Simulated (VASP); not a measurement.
# Au (P6_3/mmc) in VASP: notebook

Au is run at these levels: PBEsol; tasks: relaxation of cell and atoms.

Everything below comes from runs of VASP 6.6.1. Logs are shortened: lines on timing, memory, paths and dates and some standing lists are left out, and cuts for length are marked.

**1. The cell of the first run**

The structure is hexagonal, space group P6_3/mmc (No. 194). The conventional cell has a = 2.900 Å, b = 2.900 Å, c = 4.880 Å, α = 90.00°, β = 90.00°, γ = 120.00°. Within 3.8 Å of Au (site symmetry -6m2) lie 12 Au at 2.90 to 2.96 Å.

**2. Relaxation of cell and atoms, PBEsol, target pressure 10 GPa, at which the enthalpy is minimised**

File INCAR:

```
  ALGO = Normal
  EDIFF = 1E-7
  EDIFFG = -0.01
  ENCUT = 600
  GGA = PS
  IBRION = 2
  ISIF = 3
  ISMEAR = -1
  LASPH = True
  LCHARG = False
  LREAL = False
  LWAVE = False
  NELM = 100
  NSW = 60
  PREC = Accurate
  PSTRESS = 100.0
  SIGMA = 0.05
```

File KPOINTS:

```
k-points
0
Gamma
  11 11 6
```

File POSCAR:

```
Au
1.0
    2.9000000000      0.0000000000      0.0000000000
   -1.4500000000      2.5114736710      0.0000000000
    0.0000000000      0.0000000000      4.8800000000
Au
2
Direct
    0.6666666667      0.3333333333      0.2500000000
    0.3333333333      0.6666666667      0.7500000000
```

Potentials or basis: VASP PAW PBE potentials, release 64 (Au).

Started as:

```sh
cat potpaw_PBE.64/Au/POTCAR > POTCAR
mpirun -np 1 vasp_std > vasp.out
```

OUTCAR:

```text
EDIFF = 1E-7
   EDIFFG = -0.01
   ENCUT = 600
   GGA = PS
   IBRION = 2
   ISIF = 3
   ISMEAR = -1
   LASPH = True
   LREAL = False
   NELM = 100
   NSW = 60
   PREC = Accurate
   PSTRESS = 100.0

 ion  position               nearest neighbor table
   1  0.667  0.333  0.250-   2 2.96   2 2.96   2 2.96   2 2.96   2 2.96   2 2.96
   2  0.333  0.667  0.750-   1 2.96   1 2.96   1 2.96   1 2.96   1 2.96   1 2.96

  LATTYP: Found a hexagonal cell.
 ALAT       =     2.9000000000
 C/A-ratio  =     1.6827586207

  Lattice vectors:

 A1 = (   2.9000000000,   0.0000000000,   0.0000000000)
 A2 = (  -1.4500000000,   2.5114736710,   0.0000000000)
 A3 = (   0.0000000000,   0.0000000000,   4.8800000000)

Analysis of symmetry for initial positions (statically):
=====================================================================
 Subroutine PRICEL returns:
 Original cell was already a primitive cell.

 Routine SETGRP: Setting up the symmetry group for a
 hexagonal supercell.

 Subroutine GETGRP returns: Found 24 space group operations
 (whereof 12 operations were pure point group operations)
 out of a pool of 24 trial point group operations.

The static configuration has the point symmetry D_3d.
 The point group associated with its full space group is D_6h.

Analysis of symmetry for dynamics (positions and initial velocities):
=====================================================================
 Subroutine PRICEL returns:
 Original cell was already a primitive cell.

 Routine SETGRP: Setting up the symmetry group for a
 hexagonal supercell.

 Subroutine GETGRP returns: Found 24 space group operations
 (whereof 12 operations were pure point group operations)
 out of a pool of 24 trial point group operations.

The dynamic configuration has the point symmetry D_3d.
 The point group associated with its full space group is D_6h.

 Subroutine INISYM returns: Found 24 space group operations
 (whereof 12 operations are pure point group operations),
 and found     1 'primitive' translations

----------------------------------------------------------------------------------------

                                     Primitive cell

  volume of cell :      35.5424

  direct lattice vectors                    reciprocal lattice vectors
     2.900000000  0.000000000  0.000000000     0.344827586  0.199086300  0.000000000
    -1.450000000  2.511473671  0.000000000     0.000000000  0.398172599  0.000000000
     0.000000000  0.000000000  4.880000000     0.000000000  0.000000000  0.204918033

  length of vectors
[... 84 lines left out ...]
   EDIFFG = -.1E-01   stopping-criterion for IOM
   NSW    =     60    number of steps for IOM
   IBRION =      2    ionic relax: 0-MD 1-quasi-New 2-CG
   NFREE  =      1    steps in history (QN), initial steepest desc. (CG)
   ISIF   =      3    stress and relaxation
   ISYM   =      2    0-nonsym 1-usesym 2-fastsym
   POTIM  = 0.5000    time-step for ionic-motion
   TEBEG  =    0.0;   TEEND  =   0.0 temperature during run
   PSTRESS=  100.0 pullay stress
   NELECT =      22.0000    total number of electrons
   NUPDOWN=      -1.0000    fix difference up-down
   EMIN   =  10.00;   EMAX   =-10.00  energy-range for DOS
   EFERMI =   0.00;   METHOD = LEGACY
   ISMEAR =    -1;   SIGMA  =   0.05  broadening in eV -4-tet -1-fermi 0-gaus
   EFERMI_NEDOS =   21; number of points for ismear=-14 and -15
   IALGO  =     38    algorithm
   IMIX   =      4    mixing-type and parameters
     AMIX     =   0.40;   BMIX     =  1.00
     AMIX_MAG =   1.60;   BMIX_MAG =  1.00
  volume/ion in A,a.u.               =      17.77       119.93
  Fermi-wavevector in a.u.,A,eV,Ry     =   1.395191  2.636528 26.484517  1.946557
  Thomas-Fermi vector in A             =   2.518667
   LORBIT       =      0    0 simple, 1 ext, 2 COOP (PROOUT), +10 PAW based schemes
   GGA     = PS    functional components
   LHFCALC =     F    Hartree Fock is set to
   AEXX    =    0.0000 exact exchange contribution
   IVDW    =     0    specifies the selected vdW correction
   LEPSILON=     F    determine dielectric tensor
   LRPA    =     F    only Hartree local field effects (RPA)
 conjugate gradient relaxation of ions
 non-spin polarized calculation
  energy-cutoff  :      600.00
  volume of cell :       35.54
 maximum number of plane-waves:      1198
 NGX is ok and might be reduce to    24
   NGX = 11   NGY = 11   NGZ = 19

--------------------------------------- Ionic step        1  -------------------------------------------

 number of electron      22.0000001 magnetization

 Free energy of the ion-electron system (eV)
  ---------------------------------------------------
  ext. energy  EPLUGINS =         0.00000000
  ---------------------------------------------------
  free energy    TOTEN  =        -7.80676779 eV

  energy without entropy =       -7.79820047  energy(sigma->0) =       -7.80248413

 E-fermi :   8.5465     XC(G=0): -12.6368

 val. band max:        8.5315654043   @ k =   0.1818   0.1818   0.3333
 cond. band min:       8.5681117958   @ k =   0.2727   0.1818   0.5000
 fundamental gap:      0.0365463915
 Fermi energy:         8.5464779553

 k-point     1 :       0.0000    0.0000    0.0000
  band No.  band energies     occupation
      1      -0.8909      2.00000
      2       1.5417      2.00000
      3       3.9532      2.00000
      4       4.2357      2.00000
      5       4.2357      2.00000
      6       4.5244      2.00000
      7       4.5244      2.00000
      8       5.1897      2.00000
      9       5.1897      2.00000
     10       6.4589      2.00000
     11       6.4589      2.00000
     12       7.5606      2.00000
     13      11.0256      0.00000
     14      23.1764      0.00000
[... 524 lines left out ...]
  energy  without entropy=       -7.7929697048  energy(sigma->0) =       -7.79677294

  enthalpy is  TOTEN    =        -5.7697653726 eV   P V=        2.0308107933

[... ionic steps 4 to 7 ...]

--------------------------------------- Ionic step        8  -------------------------------------------

 number of electron      21.9999997 magnetization

------------------------ aborting loop because EDIFF is reached ----------------------------------------
[... 71 lines left out ...]
--------------------------------------- Ionic step       10  -------------------------------------------

 number of electron      21.9999997 magnetization

 Free energy of the ion-electron system (eV)
  ---------------------------------------------------
  ext. energy  EPLUGINS =         0.00000000
  ---------------------------------------------------
  free energy    TOTEN  =        -7.79102519 eV

  energy without entropy =       -7.78431066  energy(sigma->0) =       -7.78766793

 E-fermi :  10.1440     XC(G=0): -13.1974

 val. band max:       10.1219604130   @ k =   0.0909  -0.0000   0.0000
 cond. band min:      10.1670995113   @ k =   0.2727   0.1818   0.5000
 fundamental gap:      0.0451390983
 Fermi energy:        10.1439507715

 k-point     1 :       0.0000    0.0000    0.0000
  band No.  band energies     occupation
      1      -0.3142      2.00000
      2       2.2904      2.00000
      3       5.0756      2.00000
      4       5.3198      2.00000
      5       5.3198      2.00000
      6       5.6835      2.00000
      7       5.6835      2.00000
      8       6.3605      2.00000
      9       6.3605      2.00000
     10       7.9334      2.00000
     11       7.9334      2.00000
     12       8.7778      2.00000
     13      13.2606      0.00000
     14      24.6131      0.00000
[... 448 lines left out ...]
  energy  without entropy=       -7.7843106594  energy(sigma->0) =       -7.78766793

  enthalpy is  TOTEN    =        -5.7722700347 eV   P V=        2.0187551589

 reached required accuracy - stopping structural energy minimisation
```

Run time: 1.8 min. Hardware: 1 thread of AMD EPYC 9R45 (Zen 5), shared host; peak memory 0.16 GiB.

What came out:

- Free energy: -7.7910 eV
- Relaxed volume: 16.17 Å³/atom
- Relaxed cell: a = 2.823 Å, b = 2.823 Å, c = 4.685 Å, α = 90.00°, β = 90.00°, γ = 120.00°
- Space group after relaxing (to 0.05 Å): P6_3/mmc (No. 194)
- Energy change on relaxing (the enthalpy is what falls): +7.9 meV/atom
- Ionic steps: 10
- Pressure after relaxing: 10.0 GPa
- Band gap on the k mesh: zero (band 11 reaches 14.02 eV, above the bottom of band 12 at 7.43 eV)

The path:
```csv
step,energy change (eV),largest force (eV/Å),pressure (GPa),volume (Å³)
1,0.0000,0.0000,-6.59,35.54
2,1.3398,0.0000,80.10,26.89
3,0.0062,0.0000,8.79,32.54
4,0.0133,0.0000,9.64,32.41
5,0.0170,0.0000,10.06,32.35
6,0.0165,0.0000,10.10,32.33
7,0.0168,0.0000,10.13,32.33
8,0.0169,0.0000,10.13,32.33
9,0.0132,0.0000,9.72,32.39
10,0.0157,0.0000,10.01,32.34
```

Final structure:
```
Au
1.0
     2.82330    0.00000    0.00000
    -1.41165    2.44505    0.00000
     0.00000    0.00000    4.68543
Au
2
Direct
  0.66667 0.33333 0.25000
  0.33333 0.66667 0.75000
```

Levels at points of the mesh, in eV from the Fermi level:
| k point | band 7 | band 8 | band 9 | band 10 | band 11 | band 12 | band 13 | band 14 | band 15 |
| --- | --- | --- | --- | --- | --- | --- | --- | --- | --- |
| (0.00, 0.00, 0.00) | -4.46 | -3.78 | -3.78 | -2.21 | -2.21 | -1.37 | 3.12 | 14.47 | 15.93 |
| (0.00, 0.00, 0.50) | -4.88 | -4.88 | -2.72 | -2.72 | -2.72 | -2.72 | 11.25 | 11.25 | 14.82 |

Caveat: the cell is relaxed towards a set pressure, so the enthalpy falls and the energy may rise; the PAW data sets were made with another functional, which shifts forces and pressure a little; spin-orbit coupling is left out, which moves the levels of the heavy elements.

**3. Relaxation of cell and atoms, PBEsol, target pressure 20 GPa, at which the enthalpy is minimised**

File INCAR:

```
PREC = Accurate
ENCUT = 600
EDIFF = 1E-7
ISMEAR = -1
SIGMA = 0.05
LREAL = False
LASPH = True
NELM = 80
ALGO = Normal
ISIF = 3
LWAVE = False
LCHARG = False
GGA = PS
IBRION = 2
NSW = 60
EDIFFG = -0.01
PSTRESS = 200.0
```

File KPOINTS:

```
Automatic mesh
0
Gamma
  11 11 6
```

POSCAR is that of step 2.

Potentials or basis: VASP PAW PBE potentials, release 64 (Au).

Started as:

```sh
cat potpaw_PBE.64/Au/POTCAR > POTCAR
mpirun -np 1 vasp_std > vasp.out
```

It took 2 min on 1 thread of AMD EPYC 9R45 (Zen 5), shared host; peak memory 0.16 GiB.

The run converged. Its results:

* Free energy: -7.6762 eV
* Relaxed volume: 15.55 Å³/atom
* Relaxed cell: a = 2.788 Å, b = 2.788 Å, c = 4.621 Å, α = 90.00°, β = 90.00°, γ = 120.00°
* Space group after relaxing (to 0.05 Å): P6_3/mmc (No. 194)
* Energy change on relaxing (the enthalpy is what falls): +65.3 meV/atom
* Ionic steps: 10
* Pressure after relaxing: 20.0 GPa
* Band gap on the k mesh: zero (band 11 reaches 14.85 eV, above the bottom of band 12 at 8.06 eV)

The path:
| step | energy change (eV) | largest force (eV/Å) | pressure (GPa) | volume (Å³) |
| --- | --- | --- | --- | --- |
| 1 | 0.0000 | 0.0000 | -6.59 | 35.54 |
| 2 | 5.3883 | 0.0000 | 233.95 | 22.43 |
| 3 | 0.0796 | 0.0000 | 15.99 | 31.58 |
| 4 | 0.1076 | 0.0000 | 18.22 | 31.32 |
| 5 | 0.1321 | 0.0000 | 20.04 | 31.11 |
| 6 | 0.1217 | 0.0000 | 19.28 | 31.20 |
| 7 | 0.1224 | 0.0000 | 19.41 | 31.17 |
| 8 | 0.1230 | 0.0000 | 19.44 | 31.16 |
| 9 | 0.1508 | 0.0000 | 21.45 | 30.94 |
| 10 | 0.1306 | 0.0000 | 20.01 | 31.10 |

Final structure:
```
CELL_PARAMETERS angstrom
2.78762 0.00000 0.00000
-1.39381 2.41415 0.00000
0.00000 0.00000 4.62141
ATOMIC_POSITIONS crystal
Au 0.66667 0.33333 0.25000
Au 0.33333 0.66667 0.75000
```

Levels at points of the mesh, in eV from the Fermi level:
```tsv
k point	band 8	band 9	band 10	band 11	band 12	band 13	band 14	band 15
(0.00, 0.00, 0.00)	-3.95	-3.95	-2.26	-2.26	-1.56	3.35	14.41	15.93
(0.00, 0.00, 0.50)	-5.12	-2.80	-2.80	-2.80	-2.80	11.54	11.54	14.81
```

Caveat: the cell is relaxed towards a set pressure, so the enthalpy falls and the energy may rise; the PAW data sets were made with another functional, which shifts forces and pressure a little; spin-orbit coupling is left out, which moves the levels of the heavy elements.

**4. Relaxation of cell and atoms, PBEsol, target pressure 30 GPa, at which the enthalpy is minimised**

File INCAR:

```
SYSTEM = Au
PREC = Accurate
ENCUT = 600
EDIFF = 1E-6
ISMEAR = -1
SIGMA = 0.05
LREAL = .FALSE.
LASPH = .TRUE.
NELM = 100
ALGO = Normal
ISIF = 3
LWAVE = .FALSE.
LCHARG = .FALSE.
GGA = PS
IBRION = 2
NSW = 60
EDIFFG = -0.01
PSTRESS = 300.0
```

File KPOINTS:

```
Automatic mesh
0
G
  11 11 6
  0 0 0
```

POSCAR is that of step 3.

Started as:

```sh
cat potpaw_PBE.64/Au/POTCAR > POTCAR
mpirun -np 1 vasp_std > vasp.out
```

Wall time 1.8 min (1 thread of AMD EPYC 9R45 (Zen 5), shared host); peak memory 0.17 GiB.

Results (log left out):

```yaml
Free_energy: -7.5222 eV
Relaxed_volume: 15.05 Å³/atom
Relaxed_cell: a = 2.758 Å, b = 2.758 Å, c = 4.569 Å, α = 90.00°, β = 90.00°, γ = 120.00°
Space_group_after_relaxing_to_0.05_Å: P6_3/mmc (No. 194)
Energy_change_on_relaxing_the_enthalpy_is_what_falls: +142.3 meV/atom
Ionic_steps: 10
Pressure_after_relaxing: 30.0 GPa
Band_gap_on_the_k_mesh: zero (band 11 reaches 15.57 eV, above the bottom of band 12 at 8.60 eV)
```

The path:
```
step  energy change (eV)  largest force (eV/Å)  pressure (GPa)  volume (Å³)
   1              0.0000                0.0000           -6.59        35.54
   2             14.6672                0.0000          570.28        18.49
   3              0.1503                0.0000           21.35        30.97
   4              0.2055                0.0000           25.06        30.59
   5              0.2887                0.0000           30.19        30.10
   6              0.2697                0.0000           29.06        30.21
   7              0.2720                0.0000           29.26        30.18
   8              0.2722                0.0000           29.26        30.17
   9              0.3220                0.0000           32.18        29.91
  10              0.2845                0.0000           30.01        30.11
```

Final structure:
```cif
data_structure
_symmetry_space_group_name_H-M 'P 1'
_symmetry_Int_Tables_number 1
_cell_length_a 2.7584
_cell_length_b 2.7584
_cell_length_c 4.5692
_cell_angle_alpha 90.000
_cell_angle_beta 90.000
_cell_angle_gamma 120.000
_cell_volume 30.11
loop_
_atom_site_label
_atom_site_type_symbol
_atom_site_fract_x
_atom_site_fract_y
_atom_site_fract_z
_atom_site_occupancy
Au1 Au 0.66667 0.33333 0.25000 1
Au2 Au 0.33333 0.66667 0.75000 1
```

Levels at points of the mesh, in eV from the Fermi level:
| k point | band 8 | band 9 | band 10 | band 11 | band 12 | band 13 | band 14 | band 15 |
| --- | --- | --- | --- | --- | --- | --- | --- | --- |
| (0.00, 0.00, 0.00) | -4.10 | -4.10 | -2.31 | -2.31 | -1.73 | 3.55 | 14.33 | 15.91 |
| (0.00, 0.00, 0.50) | -5.33 | -2.88 | -2.88 | -2.88 | -2.88 | 11.76 | 11.76 | 14.79 |

Caveat: the cell is relaxed towards a set pressure, so the enthalpy falls and the energy may rise; the volume moved by over 15 % at a fixed basis, so the end points are rough; the PAW data sets were made with another functional, which shifts forces and pressure a little; spin-orbit coupling is left out, which moves the levels of the heavy elements.

**5. Summary**

```tsv
cell	gap on the mesh (eV)	pressure (GPa)
relaxed to 10 GPa	none	10.0
relaxed to 20 GPa	none	20.0
relaxed to 30 GPa	none	30.0
```

Alike in all rows: task relaxation of cell and atoms; level PBEsol; potentials or basis VASP PAW PBE potentials, release 64 (Au); no spin polarisation; k mesh 11 × 11 × 6; cutoff (eV) 600; smearing fermi-dirac 0.05 eV.

Caveats: the cell is relaxed towards a set pressure, so the enthalpy falls and the energy may rise; the PAW data sets were made with another functional, which shifts forces and pressure a little; spin-orbit coupling is left out, which moves the levels of the heavy elements; the volume moved by over 15 % at a fixed basis, so the end points are rough (some runs).

Total energies depend on the potentials used, so only differences within one code and one set of settings carry meaning.
